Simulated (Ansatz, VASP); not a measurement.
**One calculation of SnSe, two programs**

POSCAR

```
SnSe
1.0
    0.0000000000      3.0100000000      3.0100000000
    3.0100000000      0.0000000000      3.0100000000
    3.0100000000      3.0100000000      0.0000000000
Sn Se
1 1
Direct
    0.0000000000      0.0000000000      0.0000000000
    0.5249169435      0.5249169435      0.4750830565
```

File INCAR.step1:

```
PREC     = Accurate       # precision mode
ENCUT    = 520            # plane-wave cutoff, eV
ISMEAR   = 0              # smearing method
SIGMA    = 0.05           # smearing width, eV
LREAL    = False          # projectors in reciprocal space
LASPH    = True           # aspherical terms in the spheres
NELM     = 60             # most SCF steps
NBANDS   = 17             # bands
GGA      = PE             # functional
ALGO     = Normal         # electronic algorithm
EDIFF    = 1E-4           # SCF threshold, eV
LWAVE    = True           # write WAVECAR
LCHARG   = False          # write CHGCAR
```

Contents of INCAR.step2:

```
PREC     = Accurate       # precision mode
ENCUT    = 520            # plane-wave cutoff, eV
EDIFF    = 1E-6           # SCF threshold, eV
ISMEAR   = 0              # smearing method
SIGMA    = 0.05           # smearing width, eV
LREAL    = False          # projectors in reciprocal space
LASPH    = True           # aspherical terms in the spheres
NELM     = 60             # most SCF steps
ALGO     = Normal         # electronic algorithm
ISIF     = 2              # what is computed and relaxed
LWAVE    = False          # write WAVECAR
LCHARG   = False          # write CHGCAR
METAGGA  = R2SCAN         # meta-GGA
LMIXTAU  = True         
NBANDS   = 17             # bands
ISTART   = 1
```

Contents of KPOINTS:

```
Automatic mesh
0
Gamma
  10 10 10
```

Input for Ansatz:

```yaml
crystal:
  lattice:
    - [0.0, 3.01, 3.01]
    - [3.01, 0.0, 3.01]
    - [3.01, 3.01, 0.0]
  atoms:
    - { symbol: Sn, position: [0.0, 0.0, 0.0] }
    - { symbol: Se, position: [0.5249169435, 0.5249169435, 0.4750830565] }
basis:
  ecutwfc: 500
kpoints:
  mp_grid: { grid: [10, 10, 10] }
hamiltonian:
  xc: r2scan
scf:
  occupations: { method: gaussian, width: 0.05 }
output:
  forces: true
  stress: true
  eigenvalues: true
```

Change from the starting cell: all Se atoms moved -0.150 Å, as atom 2 towards its neighbour atom 1 (Sn) at 3.010 Å.

Alike in both runs: task single point; functional r2SCAN; k mesh 10 × 10 × 10; occupations gaussian, width 0.05 eV; no spin polarisation.

|  | VASP | Ansatz |
| --- | --- | --- |
| version | VASP 6.6.1 | Ansatz 0.2.0 |
| potentials or method | VASP PAW PBE potentials, release 64 (Sn_d, Se), cutoff 520 eV | scalar-relativistic, plane waves, PAW |
| valence electrons in the cell | 20 | 30 |

```csv
,VASP,Ansatz,Ansatz less VASP
gap on the k mesh at the Fermi level (eV),0.56,0.56,-0.002
least direct gap on the mesh (eV),0.58,0.57,-0.004
pressure (GPa),0.3,0.3,0.00
"traceless stress, the component that is largest in VASP (GPa)",0.36,0.35,-0.005
rms of the force components (eV/Å),0.002,0.005,+0.0032
```

VASP's potentials were made for PBE, not for r2SCAN. Atom by atom the forces differ by 0.003 eV/Å (rms over components). The functional is the same, so the differences come from potentials, cutoffs and numerics. VASP's potentials hold 20 valence electrons a cell and Ansatz's 30, so a difference there can come from the potentials and not from the codes.
